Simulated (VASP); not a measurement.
The system is Ge.

```
CELL_PARAMETERS angstrom
0.00000 2.88439 2.88439
2.88439 0.00000 2.88439
2.88439 2.88439 0.00000
ATOMIC_POSITIONS crystal
Ge 0.75000 0.75000 0.75000
Ge 0.50000 0.50000 0.50000
```

This cell differs from its parent crystal: volume scaled by 1.06.

Base run:

- Program: VASP 6.6.1
- Functional: PBE
- Potentials or basis: VASP PAW PBE potentials, release 64 (Ge_d)
- Cutoff: 520 eV
- k mesh: 8 × 8 × 8
- Occupations: fermi-dirac, width 0.05 eV
- Spin: no spin polarisation

Its results: band gap on the k mesh zero (filled and empty bands touch); pressure -0.3 GPa.

Question: The run is repeated on the same cell with these changes: functional from PBE to r2SCAN. What comes out?

Answer: Band gap on the k mesh zero (filled and empty bands touch); pressure -3.0 GPa.

Caveats: the PAW data sets were made with another functional, which shifts forces and pressure a little (some runs).
